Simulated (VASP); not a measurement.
**Bi2Te3: electric field gradients with PBE**

The system is Bi2Te3.

```
CELL_PARAMETERS angstrom
2.20111 1.27081 9.91340
-2.20111 1.27081 9.91340
0.00000 -2.54163 9.91340
ATOMIC_POSITIONS crystal
Bi 0.81200 0.81200 0.81200
Bi 0.40200 0.40200 0.40200
Te 0.61100 0.61100 0.61100
Te 0.20000 0.20000 0.20000
Te 0.00000 0.00000 0.00000
```

- Program: VASP 6.6.1
- Task: electric field gradients
- Functional: PBE
- Potentials or basis: VASP PAW PBE potentials, release 64 (Bi_d, Te)
- Cutoff: 520 eV
- k mesh: 8 × 8 × 8
- Occupations: fermi-dirac, width 0.08 eV
- Spin: no spin polarisation
- Dipole correction: no
- Further INCAR settings: ALGO = Normal; EDIFF = 1e-08; NBANDS = 32

```json
{
 "Pressure": "2.2 GPa",
 "Largest force": "1.241 eV/Å",
 "Band gap on the k mesh": "zero (bands 24 and 25 overlap by 0.17 eV)",
 "Largest electric field gradient by atom": "Bi -50.8, -1.4; Te +8.3, +14.3, +23.9 V/Å²"
}
```

Forces on the atoms (eV/Å):
```
Bi   0.000  0.000 -0.918
Bi   0.000  0.000 -0.424
Te   0.000  0.000 -0.767
Te   0.000  0.000  0.868
Te   0.000  0.000  1.241
```

Stress tensor (GPa, compression positive):
```
2.49 0.00 0.00
0.00 2.49 0.00
0.00 0.00 1.58
```

Levels at points of the mesh, in eV from the Fermi level:
```tsv
k point	band 21	band 22	band 23	band 24	band 25	band 26	band 27	band 28
(0.00, 0.00, 0.00)	-2.15	-0.49	-0.49	-0.47	-0.08	0.27	0.27	2.14
(0.50, 0.00, 0.00)	-3.28	-2.24	-0.33	-0.26	-0.14	0.44	2.52	2.69
(0.50, 0.50, 0.00)	-2.31	-1.86	-1.11	-0.51	0.34	1.11	1.75	2.47
(0.50, 0.50, 0.50)	-1.83	-0.89	-0.73	-0.73	0.41	0.85	0.85	1.63
```

Electric field gradients, principal values (V/Å²):
```csv
atom,least,middle,greatest (by size)
1 Bi,25.393,25.393,-50.787
2 Bi,0.698,0.698,-1.396
3 Te,-4.143,-4.143,8.287
4 Te,-7.147,-7.147,14.294
5 Te,-11.930,-11.930,23.860
```

Wall time 55 min on 1 thread of AMD EPYC 7R43 64-Core Processor (Zen 3), on a shared host, peak memory 1 GiB.

Caveat: without QUAD_EFG the Cq values of the log hold for a quadrupole moment of 1 mb, not for the nuclei; spin-orbit coupling is left out, which moves the levels of the heavy elements; forces of over 1 eV/Å act on the atoms, so gaps and moduli don't describe the material at rest.
